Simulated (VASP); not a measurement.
MnS:

```
CELL_PARAMETERS angstrom
0.00000 2.47346 2.47346
2.47346 0.00000 2.47346
2.47346 2.47346 0.00000
ATOMIC_POSITIONS crystal
Mn 0.00000 0.00000 0.00000
S 0.75000 0.75000 0.75000
```

| Item | Value |
| --- | --- |
| Program | VASP 6.6.1 |
| Task | relaxation of cell and atoms |
| Functional | RPBE |
| Potentials or basis | VASP PAW PBE potentials, release 64 (Mn_pv, S) |
| Cutoff | 600 eV |
| k mesh | 9 × 9 × 9 |
| Occupations | fermi-dirac, width 0.05 eV |
| Spin | collinear spin, ferromagnetic start |
| Starting moments | [4.0, 0.0] μB |

At the start: pressure 6.2 GPa; volume 15.13 Å³/atom.

Problem. How do energy, volume and symmetry change on relaxing?

Solution. Over 3 steps the energy falls by 13.4 meV/atom and the volume is 15.85 Å³/atom (+4.8 %); space group F-43m (No. 216, to 0.05 Å); moment 0.25 μB per cell.

The path:
```tsv
step	energy change (eV)	largest force (eV/Å)	pressure (GPa)	volume (Å³)
1	0.0000	0.0000	6.24	30.27
2	-0.0102	0.0000	-4.20	32.92
3	-0.0268	0.0000	-0.04	31.71
```

Final structure:
```xyz
2
Lattice="0.0000 2.5121 2.5121 2.5121 0.0000 2.5121 2.5121 2.5121 0.0000" Properties=species:S:1:pos:R:3 pbc="T T T"
Mn    0.0000    0.0000    0.0000
S     3.7682    3.7682    3.7682
```

Caveat: the PAW data sets were made with another functional, which shifts forces and pressure a little; the moment fell far below its start of 4 μB, so a state of higher moment may lie lower in energy.
